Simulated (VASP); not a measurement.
Set up this calculation in VASP 6.6.1, as the native input.

* Task: single point
* Functional: PBE
* Potentials or basis: VASP PAW PBE potentials, release 64 (Te, Cd)
* Cutoff: 520 eV
* k mesh: 4 × 4 × 4
* Occupations: fermi-dirac, width 0.02 eV
* Spin: no spin polarisation
* Dipole correction: no
* Further INCAR settings: ALGO = Normal; EDIFF = 1e-07; NBANDS = 16

The structure of CdTe lies in POSCAR:

```
CdTe
1.0
    0.0000000000      3.2050000000      3.2050000000
    3.2050000000      0.0000000000      3.2050000000
    3.2050000000      3.2050000000      0.0000000000
Te Cd
1 1
Direct
    0.7500000000      0.7500000000      0.7500000000
    0.0000000000      0.0000000000      0.0000000000
```

These files were run (other wordings do the same):

INCAR

```
SYSTEM = CdTe
PREC = Accurate ; ENCUT = 520
EDIFF = 1E-7 ; ISMEAR = -1
SIGMA = 0.02 ; LREAL = .False.
LASPH = .True. ; NELM = 100
ALGO = Normal ; ISIF = 2
LWAVE = .False. ; LCHARG = .False.
GGA = PE ; NBANDS = 16
```

KPOINTS

```
regular mesh
0
Gamma
  4 4 4
  0 0 0
```

Potentials or basis: VASP PAW PBE potentials, release 64 (Te, Cd).

Launch:

```sh
$ cat potpaw_PBE.64/Te/POTCAR potpaw_PBE.64/Cd/POTCAR > POTCAR
$ mpirun -np 1 vasp_std > vasp.out
```

It gave:

```json
{
 "Pressure": "4.6 GPa",
 "Band gap on the k mesh": "0.86 eV, direct"
}
```

Caveat: the k points lie up to 0.42 Å⁻¹ apart; spin-orbit coupling is left out, which moves the levels of the heavy elements.

Wall time 36 s on 1 thread of AMD EPYC 7R13, on a shared host, peak memory 0.2 GiB.
